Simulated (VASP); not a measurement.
Write the native input for VASP 6.6.1 that does the following.

- Task: single point
- Functional: PBEsol
- Potentials or basis: VASP PAW PBE potentials, release 64 (C)
- Cutoff: 520 eV
- k mesh: 18 × 18 × 6
- Occupations: gaussian, width 0.15 eV
- Spin: no spin polarisation
- Dipole correction: no
- Further INCAR settings: ALGO = Normal; EDIFF = 1e-06; NBANDS = 16

The structure of C lies in POSCAR:

```
C
1.0
    2.5735558486      0.0000000000      0.0000000000
   -1.2867779243      2.1293252536      0.0000000000
    0.0000000000      0.0000000000      7.2458067263
C
4
Direct
   -0.1154958935      0.0000000000      0.0025000000
    0.1154958935      0.0000000000      0.5025000000
    0.2178266890      0.6666666667      0.0025000000
    0.7821733110      0.3333333333      0.5025000000
```

This cell differs from its parent crystal: mode 4 frozen in at -0.284 Å, normal strain along x +0.0467.

The input as run:

INCAR

```
SYSTEM = C
PREC = Accurate
ENCUT = 520
EDIFF = 1E-6
ISMEAR = 0
SIGMA = 0.15
LREAL = .FALSE.
LASPH = .TRUE.
NELM = 60
ALGO = Normal
ISIF = 2
LWAVE = .FALSE.
LCHARG = .FALSE.
GGA = PS
NBANDS = 16
```

KPOINTS

```
regular mesh
0
G
  18 18 6
  0 0 0
```

Potentials or basis: VASP PAW PBE potentials, release 64 (C).

Launch:

```sh
$ cat potpaw_PBE.64/C/POTCAR > POTCAR
$ mpirun -np 1 vasp_std > vasp.out
```

It gave:

```json
{
 "Pressure": "-15.0 GPa",
 "Largest force": "0.378 eV/Å",
 "Band gap on the k mesh": "0.31 eV, direct"
}
```

Caveat: the cell differs from its parent crystal (mode 4 frozen in at -0.284 Å, normal strain along x +0.0467); the PAW data sets were made with another functional, which shifts forces and pressure a little; this functional lacks dispersion, which binds the layers, so the pressure and a relaxed spacing across them are unreliable.

It took 4.8 min on 1 thread of Intel(R) Xeon(R) Platinum 8488C (Sapphire Rapids), with other jobs on the host, peak memory 0.38 GiB.
